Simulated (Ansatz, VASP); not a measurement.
**SbS in VASP and in Ansatz**

File INCAR:

```
ALGO     = Normal         # electronic algorithm
EDIFF    = 1E-6           # SCF threshold, eV
EDIFFG   = -0.04          # ionic threshold
ENCUT    = 600            # plane-wave cutoff, eV
GGA      = PE             # functional
IBRION   = 2              # ionic algorithm
ISIF     = 3              # what is computed and relaxed
ISMEAR   = 0              # smearing method
LASPH    = T              # aspherical terms in the spheres
LCHARG   = F              # write CHGCAR
LREAL    = F              # projectors in reciprocal space
LWAVE    = F              # write WAVECAR
NELM     = 60             # most SCF steps
NSW      = 90             # ionic steps
PREC     = Accurate       # precision mode
SIGMA    = 0.1            # smearing width, eV
```

The input KPOINTS:

```
k-points
0
Gamma
  4 4 4
```

Contents of POSCAR:

```
SbS
1.0
    2.4963594707     -6.5771511348      0.0000000000
    2.4963594707      6.5771511348      0.0000000000
    0.0000000000      0.0000000000      4.9714959066
Sb S
2 2
Direct
    0.3544000000      0.6456000000      0.7500000000
    0.6456000000      0.3544000000      0.2500000000
    0.0776000000      0.9224000000      0.7500000000
    0.9224000000      0.0776000000      0.2500000000
```

Input for Ansatz:

```yaml
crystal:
  lattice:
    - [2.4963594707, -6.5771511348, 0.0]
    - [2.4963594707, 6.5771511348, 0.0]
    - [0.0, 0.0, 4.9714959066]
  atoms:
    - { symbol: Sb, position: [0.3544, 0.6456, 0.75] }
    - { symbol: Sb, position: [0.6456, 0.3544, 0.25] }
    - { symbol: S, position: [0.0776, 0.9224, 0.75] }
    - { symbol: S, position: [0.9224, 0.0776, 0.25] }
basis:
  ecutwfc: 420
kpoints:
  mp_grid: { grid: [4, 4, 4] }
hamiltonian:
  xc: pbe
scf:
  occupations: { method: gaussian, width: 0.1 }
  lower_state_search: "off"
output:
  forces: true
  stress: true
  eigenvalues: true
relax:
  adjacent_minimum: "off"
  f_tol: 0.04
  max_steps: 70
  cell: { stress_tol: 0.4 }
```

Alike in both runs: task relaxation of cell and atoms; functional PBE; k mesh 4 × 4 × 4; occupations gaussian, width 0.1 eV; no spin polarisation.

|  | VASP | Ansatz |
| --- | --- | --- |
| version | VASP 6.6.1 | Ansatz 0.2.0 |
| potentials or method | VASP PAW PBE potentials, release 64 (Sb, S), cutoff 600 eV | scalar-relativistic, plane waves, PAW |
| valence electrons in the cell | 22 | 42 |

|  | VASP | Ansatz | Ansatz less VASP |
| --- | --- | --- | --- |
| gap on the k mesh at the Fermi level, each at its own relaxed structure (eV) | none | none | - |
| relaxed volume (Å³/atom) | 23.40 | 23.99 | +0.585 |
| relaxed cell length with the largest relative difference (Å) | 3.921 | 3.653 | -0.2682 |

A gap of «none» marks a metal or a gap that the smearing closes. One of these differences is far larger than is usual between the two programs; its cause wasn't traced. VASP's potentials hold 22 valence electrons a cell and Ansatz's 42, so a difference there can come from the potentials and not from the codes.

Neither program's run includes spin-orbit coupling. Noted on VASP's run: the volume moved by over 15 % at a fixed basis, so the end points are rough.
